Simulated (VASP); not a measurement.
# AlRu (Pm-3m) in VASP: further runs, part 2 of 2

VASP 6.6.1. Earlier steps stand in the parts before.

## 5. Single point, PBE

This run uses another cell than the first one: it holds 16 atoms, not 2.

INCAR reads:

```
  PREC = Accurate
  ENCUT = 520
  EDIFF = 1E-6
  ISMEAR = 0
  SIGMA = 0.1
  LREAL = Auto
  LASPH = T
  NELM = 80
  ALGO = Normal
  ISIF = 2
  LWAVE = F
  LCHARG = F
  GGA = PE
  NBANDS = 82
```

KPOINTS reads:

```
Automatic mesh
0
Gamma
  7 7 7
```

POSCAR reads:

```
AlRu
1.0
    6.0083537092      0.0000000000      0.0000000000
    0.0000000000     -6.0083537092      0.0000000000
    0.0000000000      0.0000000000     -6.0083537092
Al Ru
8 8
Direct
    0.0000000000      0.0000000000      0.0000000000
    0.0000000000      0.0000000000      0.5000000000
    0.0000000000      0.5000000000      0.0000000000
    0.0000000000      0.5000000000      0.5000000000
    0.5000000000      0.0000000000      0.0000000000
    0.5000000000      0.0000000000      0.5000000000
    0.5000000000      0.5000000000      0.0000000000
    0.5000000000      0.5000000000      0.5000000000
    0.2500000000      0.2500000000      0.2500000000
    0.2500000000      0.2500000000      0.7500000000
    0.2500000000      0.7500000000      0.2500000000
    0.2500000000      0.7500000000      0.7500000000
    0.7500000000      0.2500000000      0.2500000000
    0.7500000000      0.2500000000      0.7500000000
    0.7500000000      0.7500000000      0.2500000000
    0.7500000000      0.7500000000      0.7500000000
```

Potentials or basis: VASP PAW PBE potentials, release 64 (Al, Ru_pv).

Started as:

```
$ cat potpaw_PBE.64/Al/POTCAR potpaw_PBE.64/Ru_pv/POTCAR > POTCAR
$ mpirun -np 1 vasp_std > vasp.out
```

OUTCAR:

```text
PREC = Accurate
   ENCUT = 520
   EDIFF = 1E-6
   ISMEAR = 0
   LREAL = Auto
   LASPH = T
   NELM = 80
   ISIF = 2
   GGA = PE

 ion  position               nearest neighbor table
   1  0.000  0.000  0.000-   9 2.60  10 2.60  11 2.60  12 2.60  13 2.60  14 2.60  15 2.60  16 2.60
                             5 3.00   2 3.00   3 3.00   2 3.00   3 3.00   5 3.00
   2  0.000  0.000  0.500-   9 2.60  10 2.60  11 2.60  12 2.60  13 2.60  14 2.60  15 2.60  16 2.60
                             6 3.00   1 3.00   4 3.00   1 3.00   4 3.00   6 3.00
[... 1902 lines left out ...]
  Total       -0.1250207     -0.1250207     -0.1250207     -0.0000000     -0.0000000     -0.0000000
  in kB       -0.9234766     -0.9234766     -0.9234766     -0.0000000     -0.0000000     -0.0000000
  external PRESSURE =      -0.9234766 kB  Pullay stress =       0.0000000 kB

 VOLUME and BASIS-vectors are now :
 -----------------------------------------------------------------------------
  energy-cutoff  :      520.00
  volume of cell :      216.90
      direct lattice vectors                 reciprocal lattice vectors
     6.008353709  0.000000000  0.000000000     0.166434942  0.000000000  0.000000000
     0.000000000 -6.008353709  0.000000000     0.000000000 -0.166434942  0.000000000
     0.000000000  0.000000000 -6.008353709     0.000000000  0.000000000 -0.166434942

 POSITION                                       TOTAL-FORCE (eV/Angst)
 -----------------------------------------------------------------------------------
      0.00000      0.00000      0.00000        -0.000000     -0.000000     -0.000000
      0.00000      0.00000     -3.00418        -0.000000     -0.000000      0.000000
      0.00000     -3.00418      0.00000        -0.000000     -0.000000      0.000000
      0.00000     -3.00418     -3.00418        -0.000000     -0.000000     -0.000000
      3.00418      0.00000      0.00000        -0.000000     -0.000000     -0.000000
      3.00418      0.00000     -3.00418        -0.000000     -0.000000     -0.000000
[... 8 lines left out ...]
      4.50627     -4.50627     -1.50209         0.000000     -0.000000      0.000000
      4.50627     -4.50627     -4.50627        -0.000000      0.000000     -0.000000
 -----------------------------------------------------------------------------------
    total drift:                                0.000000      0.000000      0.000000

  FREE ENERGIE OF THE ION-ELECTRON SYSTEM (eV)
  ---------------------------------------------------
  free  energy   TOTEN  =      -114.0731723736 eV

  energy  without entropy=     -113.9944593124  energy(sigma->0) =     -114.03381584
```

OSZICAR:

```text
N       E                     dE             d eps       ncg     rms          rms(c)
DAV:   1     0.144206141403E+04    0.14421E+04   -0.75681E+04  3552   0.166E+03
DAV:   2    -0.454744360099E+02   -0.14875E+04   -0.14380E+04  3462   0.490E+02
DAV:   3    -0.117552330187E+03   -0.72078E+02   -0.68598E+02  4052   0.974E+01
DAV:   4    -0.119405895936E+03   -0.18536E+01   -0.18402E+01  3648   0.137E+01
DAV:   5    -0.119446885744E+03   -0.40990E-01   -0.40970E-01  4022   0.215E+00    0.337E+01
DAV:   6    -0.114794493144E+03    0.46524E+01   -0.44213E+01  3456   0.257E+01    0.670E+00
DAV:   7    -0.114196792886E+03    0.59770E+00   -0.41065E+00  3468   0.830E+00    0.587E+00
DAV:   8    -0.114075681276E+03    0.12111E+00   -0.19186E-01  3480   0.181E+00    0.775E-01
DAV:   9    -0.114073329806E+03    0.23515E-02   -0.10051E-02  3824   0.376E-01    0.388E-01
DAV:  10    -0.114073272064E+03    0.57742E-04   -0.24363E-03  3520   0.223E-01    0.831E-02
DAV:  11    -0.114073177788E+03    0.94276E-04   -0.44960E-04  3548   0.942E-02    0.236E-02
DAV:  12    -0.114073173210E+03    0.45788E-05   -0.95117E-06  3580   0.103E-02    0.811E-03
DAV:  13    -0.114073172374E+03    0.83606E-06   -0.26678E-06  2460   0.612E-03
   1 F= -.11407317E+03 E0= -.11403382E+03  d E =-.787131E-01
```

stdout:

```text
POSCAR found type information on POSCAR AlRu
 POSCAR found :  2 types and      16 ions
 scaLAPACK will be used
 LDA part: xc-table for (Slater+PW92), standard interpolation
 POSCAR, INCAR and KPOINTS ok, starting setup
 FFT: planning ... GRIDC
 FFT: planning ... GRID_SOFT
 FFT: planning ... GRID
 WAVECAR not read
 entering main loop
```

Run time: 15 min. Hardware: 1 thread of Intel Xeon 8259CL, shared host; peak memory 0.45 GiB.

Results:

```yaml
Free_energy: -114.0732 eV
Pressure: -0.1 GPa
Band_gap_on_the_k_mesh: zero (bands 68 and 69 overlap by 1.45 eV)
```

Levels at points of the mesh, in eV from the Fermi level:
| k point | band 64 | band 65 | band 66 | band 67 | band 68 | band 69 |
| --- | --- | --- | --- | --- | --- | --- |
| (0.00, 0.00, 0.00) | 0.18 | 0.18 | 0.18 | 0.42 | 0.42 | 0.42 |

## 6. The runs side by side

| cell | k mesh | gap on the mesh (eV) | pressure (GPa) |
| --- | --- | --- | --- |
| a = 3.049 Å, 2 atoms, atomic positions A | 14 × 14 × 14 | none | -8.3 |
| a = 3.094 Å, 2 atoms, atomic positions A | 14 × 14 × 14 | none | -14.9 |
| a = 3.139 Å, 2 atoms, atomic positions A | 14 × 14 × 14 | none | -20.1 |
| a = 6.008 Å, 16 atoms, atomic positions B | 7 × 7 × 7 | none | -0.1 |

Alike in all rows: task single point; level PBE; potentials or basis VASP PAW PBE potentials, release 64 (Al, Ru_pv); no spin polarisation; cutoff (eV) 520; smearing gaussian 0.1 eV.

Caveats: the cell stands under tension (at least some runs).

Total energies depend on the potentials used, so only differences within one code and one set of settings carry meaning.
